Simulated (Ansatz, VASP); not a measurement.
## CsTaB2: VASP beside Ansatz

File INCAR:

```
SYSTEM = CsTaB2
PREC = Accurate
ENCUT = 520
EDIFF = 1E-6
ISMEAR = 0
SIGMA = 0.1
LREAL = .False.
LASPH = .True.
NELM = 60
ALGO = Normal
ISIF = 2
LWAVE = .False.
LCHARG = .True.
GGA = PE
LELF = .True.
LVHAR = .True.
NBANDS = 21
```

The input KPOINTS:

```
regular mesh
0
Gamma
  4 4 6
  0 0 0
```

POSCAR

```
CsTaB2
1.0
    4.8614909100      0.0000000000      0.0000000000
    0.0000000000      4.8614909100      0.0000000000
    0.0000000000      0.0000000000      3.5879605200
Cs Ta B
1 1 2
Direct
    0.0000000000      0.0000000000      0.5000000000
    0.5000000000      0.5000000000      0.5000000000
    0.0000000000      0.5000000000      0.5000000000
    0.5000000000      0.0000000000      0.5000000000
```

Input for Ansatz:

```yaml
crystal:
  lattice:
    - [4.86149091, 0.0, 0.0]
    - [0.0, 4.86149091, 0.0]
    - [0.0, 0.0, 3.58796052]
  atoms:
    - { symbol: Cs, position: [0.0, 0.0, 0.5] }
    - { symbol: Ta, position: [0.5, 0.5, 0.5] }
    - { symbol: B, position: [0.0, 0.5, 0.5] }
    - { symbol: B, position: [0.5, 0.0, 0.5] }
basis:
  ecutwfc: 420
kpoints:
  mp_grid: { grid: [4, 4, 6] }
hamiltonian:
  xc: pbe
scf:
  occupations: { method: gaussian, width: 0.1 }
  lower_state_search: "off"
output:
  forces: true
  stress: true
  eigenvalues: true
```

Alike in both runs: task single point; functional PBE; k mesh 4 × 4 × 6; occupations gaussian, width 0.1 eV; no spin polarisation.

|  | VASP | Ansatz |
| --- | --- | --- |
| version | VASP 6.6.1 | Ansatz 0.2.0 |
| potentials or method | VASP PAW PBE potentials, release 64 (Cs_sv, Ta_pv, B), cutoff 520 eV | scalar-relativistic, plane waves, PAW |
| valence electrons in the cell | 26 | 28 |

VASP gave:

```
gap on the k mesh at the Fermi level (eV)                     : none
pressure (GPa)                                                : 2.5
traceless stress, the component that is largest in VASP (GPa) : -12.49
```

What did Ansatz give for the same quantities?

gap on the k mesh at the Fermi level (eV): none; pressure (GPa): 2.0; traceless stress, the component that is largest in VASP (GPa): -12.03.

A gap of «none» marks a metal or a gap that the smearing closes. VASP's potentials hold 26 valence electrons a cell and Ansatz's 28, so a difference there can come from the potentials and not from the codes.

Neither program's run includes spin-orbit coupling.
